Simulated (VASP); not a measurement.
Set up this calculation in VASP 6.6.1, as the native input.

```
Task                   : relaxation of cell and atoms
Functional             : PBE
Potentials or basis    : VASP PAW PBE potentials, release 64 (Ru_pv)
Cutoff                 : 600 eV
k mesh                 : 17 × 17 × 10
Occupations            : fermi-dirac, width 0.05 eV
Spin                   : no spin polarisation
Dipole correction      : no
Further INCAR settings : ALGO = Normal; EDIFF = 1e-07; IBRION = 2; EDIFFG = -0.005; NSW = 60; ISIF = 3
```

The structure of Ru lies in POSCAR:

```
Ru
1.0
    2.6974396414      0.0000000000      0.0000000000
   -1.3487198207      2.3360512546      0.0000000000
    0.0000000000      0.0000000000      4.3698522191
Ru
2
Direct
    0.3333333333      0.6666666667      0.2500000000
    0.6666666667      0.3333333333      0.7500000000
```

These files were run (other wordings do the same):

INCAR

```
SYSTEM = Ru
  ALGO = Normal
  EDIFF = 1E-7
  EDIFFG = -0.005
  ENCUT = 600
  GGA = PE
  IBRION = 2
  ISIF = 3
  ISMEAR = -1
  LASPH = .True.
  LCHARG = .False.
  LREAL = .False.
  LWAVE = .False.
  NELM = 100
  NSW = 60
  PREC = Accurate
  SIGMA = 0.05
```

KPOINTS

```
k-points
0
Gamma
  17 17 10
  0 0 0
```

Potentials or basis: VASP PAW PBE potentials, release 64 (Ru_pv).

The run is started by

```console
$ cat potpaw_PBE.64/Ru_pv/POTCAR > POTCAR
$ mpirun -np 1 vasp_std > vasp.out
```

It gave:

```json
{"Relaxed volume": "13.76 Å³/atom", "Relaxed cell": "a = 2.720 Å, b = 2.720 Å, c = 4.295 Å, α = 90.00°, β = 90.00°, γ = 120.00°", "Space group after relaxing (to 0.05 Å)": "P6_3/mmc (No. 194)", "Energy gained by relaxing": "8.4 meV/atom", "Ionic steps": "8", "Pressure after relaxing": "0.0 GPa", "Band gap on the k mesh": "zero (band 14 reaches 14.00 eV, above the bottom of band 15 at 11.01 eV)"}
```

Run time: 8.7 min on 1 thread of AMD EPYC 9R45 (Zen 5), on a shared host, peak memory 0.21 GiB.
